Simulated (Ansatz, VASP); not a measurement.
# HfO2 in VASP and in Ansatz

```
Hf O
1.0
     3.60430    0.00000    0.00000
     0.00000    3.60430    0.00000
     0.00000    0.00000    5.06657
Hf O
2 4
Direct
  0.50000 0.50000 0.50000
  0.00000 0.00000 0.00000
  0.00000 0.50000 0.69325
  0.50000 0.00000 0.80675
  0.50000 0.00000 0.30675
  0.00000 0.50000 0.19325
```

Change from the starting cell: strain -0.0375 x Voigt [0, 0, 1, 0, 0, 0], atoms carried along.

Alike in both runs: task single point; functional PBE; k mesh 6 × 6 × 4; occupations gaussian, width 0.05 eV; no spin polarisation.

|  | VASP | Ansatz |
| --- | --- | --- |
| version | VASP 6.6.1 | Ansatz 0.2.0 |
| potentials or method | VASP PAW PBE potentials, release 64 (Hf_pv, O), cutoff 520 eV | scalar-relativistic, plane waves, PAW |
| valence electrons in the cell | 44 | 76 |

Ansatz gave:

* gap on the k mesh at the Fermi level (eV): 4.37
* least direct gap on the mesh (eV): 4.43
* pressure (GPa): 8.9
* traceless stress, the component that is largest in VASP (GPa): 7.85
* rms of the force components (eV/Å): 0.152

Question: Which values does VASP return?

Answer: gap on the k mesh at the Fermi level (eV): 4.33; least direct gap on the mesh (eV): 4.40; pressure (GPa): 5.4; traceless stress, the component that is largest in VASP (GPa): 8.13; rms of the force components (eV/Å): 0.133.

Atom by atom the forces differ by 0.019 eV/Å (rms over components). VASP's potentials hold 44 valence electrons a cell and Ansatz's 76, so a difference there can come from the potentials and not from the codes.

Spin-orbit coupling is off throughout.
